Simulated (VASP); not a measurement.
Si4N: single point with PBE+D3(BJ)

Si4N, a slab with vacuum:

```
CELL_PARAMETERS angstrom
3.83334 0.00000 0.00000
0.00000 3.83334 0.00000
0.00000 0.00000 21.10348
ATOMIC_POSITIONS crystal
Si 0.00000 0.50000 0.18954
Si 0.00000 0.00000 0.25376
Si 0.50000 0.00000 0.32071
Si 0.50000 0.50000 0.38399
N 0.50000 0.50000 0.48824
```

```yaml
Program: VASP 6.6.1
Task: single point
Functional: PBE
Dispersion: D3(BJ)
Potentials_or_basis: VASP PAW PBE potentials, release 64 (Si, N)
Cutoff: 520 eV
k_mesh: 7 × 7 × 1
Occupations: gaussian, width 0.05 eV
Spin: collinear spin, ferromagnetic start
Starting_moments: "[0.0, 0.0, 0.0, 0.0, 3.0] μB"
Dipole_correction: yes
Further_INCAR_settings: ALGO = Normal; EDIFF = 1e-06; NBANDS = 22
```

```json
{
  "Largest force": "3.133 eV/Å",
  "Net moment": "1.77 μB per cell",
  "Site moments": "Si +0.01, -0.00, -0.09 (each value once); N +1.26 μB",
  "Valence electrons inside the program's atomic spheres": "Si 1.58, 1.67, 1.56 (each value once); N 3.31",
  "Dispersion energy per atom": "-0.201 eV"
}
```

Forces on the atoms (eV/Å):
```
Si   0.000  0.000 -0.080
Si   0.000  0.000  0.253
Si   0.000  0.000  0.341
Si   0.000  0.000  2.619
N    0.000  0.000 -3.133
```

Levels at points of the mesh, in eV from the Fermi level:
Spin up:
```tsv
k point	band 8	band 9	band 10	band 11	band 12	band 13	band 14	band 15
(0.00, 0.00, 0.00)	-1.92	-1.80	-0.69	-0.66	1.19	1.24	1.73	2.23
```
Spin down:
| k point | band 6 | band 7 | band 8 | band 9 | band 10 | band 11 | band 12 | band 13 |
| --- | --- | --- | --- | --- | --- | --- | --- | --- |
| (0.00, 0.00, 0.00) | -2.22 | -1.92 | -0.81 | -0.41 | 0.65 | 1.27 | 1.46 | 1.66 |

Run time: 12 min on 1 thread of Intel Xeon 8259CL, on a shared host, peak memory 0.57 GiB.
